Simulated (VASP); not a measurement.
MgI2: single point with PBEsol

The system is MgI2.

```
Mg I
1.0
     4.27077    0.00000    0.00000
    -2.13538    3.69859    0.00000
     0.00000    0.00000    6.49096
Mg I
1 2
Cartesian
  0.0000 0.0000 0.0000
  0.0000 2.4657 4.9177
  2.1354 1.2329 1.5732
```

This cell differs from its parent crystal: ratio of the length along z to the lengths across it x 0.92, volume and fractional coordinates fixed.

```yaml
Program: VASP 6.6.1
Task: single point
Functional: PBEsol
Potentials_or_basis: VASP PAW PBE potentials, release 64 (Mg, I)
Cutoff: 520 eV
k_mesh: 6 × 6 × 4
Occupations: gaussian, width 0.05 eV
Spin: no spin polarisation
```

```
Pressure               : -0.3 GPa
Largest force          : 0.143 eV/Å
Band gap on the k mesh : 3.02 eV, direct
```

Forces in eV/Å, atoms in the order of the input:
```
Mg   0.000  0.000  0.000
I    0.000  0.000 -0.143
I    0.000  0.000  0.143
```

Stress tensor (GPa, compression positive):
```
-1.09  0.00  0.00
 0.00 -1.09  0.00
 0.00  0.00  1.38
```

Levels at points of the mesh, in eV from the valence-band top:
```csv
k point,band 5,band 6,band 7,band 8,band 9,band 10,band 11,band 12
"(0.00, 0.00, 0.00)",-1.11,-0.61,-0.61,0.00,3.02,3.99,5.98,5.98
"(0.50, 0.00, 0.00)",-2.18,-2.01,-1.20,-0.82,3.10,4.89,5.27,6.42
"(0.00, 0.00, 0.50)",-0.96,-0.96,-0.76,-0.76,3.96,4.17,5.71,5.71
"(0.50, 0.00, 0.50)",-1.78,-1.25,-1.17,-1.02,3.16,4.82,5.61,5.91
```

It took 42 s on 1 thread of Intel(R) Xeon(R) Platinum 8259CL CPU @ 2.50GHz (Skylake/Cascade Lake) (shared host), peak memory 0.22 GiB.

Caveat: the PAW data sets were made with another functional, which shifts forces and pressure a little; spin-orbit coupling is left out, which moves the levels of the heavy elements; this functional lacks dispersion, which binds the layers, so the pressure and a relaxed spacing across them are unreliable. A k mesh can miss the band edges.
